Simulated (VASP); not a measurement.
**MoS2: single point with BLYP+D4**

Crystal: MoS2.

```
Mo S
1.0
     3.29076    0.00000    0.00000
    -1.64538    2.84989    0.00000
     0.00000    0.00000    6.43628
Mo S
1 2
Cartesian
  0.0000 0.0000 3.2181
  1.6454 0.9500 4.7930
  0.0000 1.8999 1.6433
```

- Program: VASP 6.6.1
- Task: single point
- Functional: BLYP
- Dispersion: D4
- Potentials or basis: VASP PAW PBE potentials, release 64 (Mo_sv, S)
- Cutoff: 520 eV
- k mesh: 9 × 9 × 4
- Occupations: fermi-dirac, width 0.05 eV
- Spin: no spin polarisation

```yaml
Pressure: -5.5 GPa
Largest_force: 0.242 eV/Å
Band_gap_on_the_k_mesh: zero (band 13 reaches 7.17 eV, above the bottom of band 14 at 6.14 eV)
Dispersion_energy_per_atom: -0.730 eV
```

Forces on the atoms (eV/Å):
```
Mo   0.000  0.000  0.000
S    0.000  0.000 -0.242
S    0.000  0.000  0.242
```

Stress tensor (GPa, compression positive):
```
-5.12  0.00  0.00
 0.00 -5.12  0.00
 0.00  0.00 -6.14
```

Levels at points of the mesh, in eV from the Fermi level:
```csv
k point,band 9,band 10,band 11,band 12,band 13,band 14,band 15,band 16,band 17,band 18
"(0.00, 0.00, 0.00)",-3.75,-1.75,-0.89,-0.85,-0.85,-0.37,-0.37,2.94,2.94,5.89
"(0.00, 0.00, 0.50)",-3.74,-3.33,-0.85,-0.85,-0.43,-0.43,-0.09,3.07,3.07,6.40
```

It took 46 s on 1 thread of Intel(R) Xeon(R) 6975P-C (Granite Rapids), on a shared host, peak memory 0.19 GiB.

Caveat: the PAW data sets were made with another functional, which shifts forces and pressure a little.
